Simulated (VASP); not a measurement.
Runs of VASP 6.6.1 on BaTiO3. The structure is that of space group P4/mmm (No. 123), or close to it. The cells are those of the table. 

```csv
cell,gap on the mesh (eV),pressure (GPa)
"a = 3.698, b = 3.698, c = 4.019 Å, 5 atoms",1.81,(b)
"a = 3.698, b = 3.698, c = 4.341 Å, 5 atoms",1.56,28.1
"a = 3.858, b = 3.858, c = 4.341 Å, 5 atoms",1.52,(a)
"a = 4.180, b = 4.180, c = 3.698 Å, 5 atoms",1.48,6.2
"a = 4.019, b = 4.019, c = 3.698 Å, 5 atoms",1.66,20.8
"a = 4.180, b = 4.180, c = 3.859 Å, 5 atoms",1.49,-2.8
"a = 3.698, b = 3.698, c = 4.180 Å, 5 atoms",1.68,(c)
"a = 3.858, b = 3.858, c = 4.180 Å, 5 atoms",1.64,11.3
```

Alike in all rows: task single point; level PBE; potentials or basis VASP PAW PBE potentials, release 64 (Ba_sv, Ti_sv, O); no spin polarisation; k mesh 8 × 8 × 8; cutoff (eV) 520; smearing gaussian 0.05 eV.

Estimate the missing entries.

(a) 5.8; (b) 45.2; (c) 35.4.

Caveats: spin-orbit coupling is left out, which moves the levels of the heavy elements.

A k mesh can miss the band edges, and the runs leave out spin-orbit coupling on Ba.
